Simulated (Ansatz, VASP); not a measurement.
## Os in VASP and in Ansatz

The input INCAR:

```
  PREC = Accurate
  ENCUT = 520
  EDIFF = 1E-6
  ISMEAR = -1
  SIGMA = 0.08
  LREAL = False
  LASPH = True
  NELM = 60
  ALGO = Normal
  ISIF = 2
  LWAVE = False
  LCHARG = False
  GGA = PE
  NBANDS = 15
```

Contents of KPOINTS:

```
Automatic mesh
0
Gamma
  17 17 10
```

POSCAR

```
Os
1.0
    2.7340999755      0.0000000000      0.0000000000
   -1.3670499878      2.3678000353      0.0000000000
    0.0000000000      0.0000000000      4.3197000000
Os
2
Direct
    0.3333333333      0.6666666667      0.2500000000
    0.6666666667      0.3333333333      0.7500000000
```

Input for Ansatz:

```yaml
crystal:
  lattice:
    - [2.7340999755, 0.0, 0.0]
    - [-1.3670499878, 2.3678000353, 0.0]
    - [0.0, 0.0, 4.3197]
  atoms:
    - { symbol: Os, position: [0.3333333333, 0.6666666667, 0.25] }
    - { symbol: Os, position: [0.6666666667, 0.3333333333, 0.75] }
kpoints:
  mp_grid: { grid: [17, 17, 10] }
  band_path:
    path:
      - [0.0, 0.0, 0.0]
      - [0.5, 0.0, 0.0]
      - [0.3333333333, 0.3333333333, 0.0]
      - [0.0, 0.0, 0.0]
      - [0.0, 0.0, 0.5]
      - [0.5, 0.0, 0.5]
      - [0.3333333333, 0.3333333333, 0.5]
      - [0.0, 0.0, 0.5]
      - [0.5, 0.0, 0.5]
    npoints: 8
scf:
  occupations: { method: fermi_dirac, width: 0.08 }
hamiltonian:
  xc: pbe
  pseudopotentials: { kind: all_electron, lapw: { basis_error: 0.001 } }
output:
  forces: true
  stress: true
  eigenvalues: true
  fatbands: true
  populations: true
  dos: { projected: true, de: 0.2, e_range: [-14, 8] }
```

Alike in both runs: task single point; functional PBE; k mesh 17 × 17 × 10; occupations fermi-dirac, width 0.08 eV; no spin polarisation.

|  | VASP | Ansatz |
| --- | --- | --- |
| version | VASP 6.6.1 | Ansatz 0.2.0 |
| potentials or method | VASP PAW PBE potentials, release 64 (Os), cutoff 520 eV | all-electron LAPW, scalar-relativistic |

```csv
,VASP,Ansatz,Ansatz less VASP
pressure (GPa),8.8,8.8,-0.03
"traceless stress, the component that is largest in VASP (GPa)",-0.19,-0.10,+0.083
```

Ansatz ran all-electron here, and VASP with PAW potentials.

Neither program's run includes spin-orbit coupling.
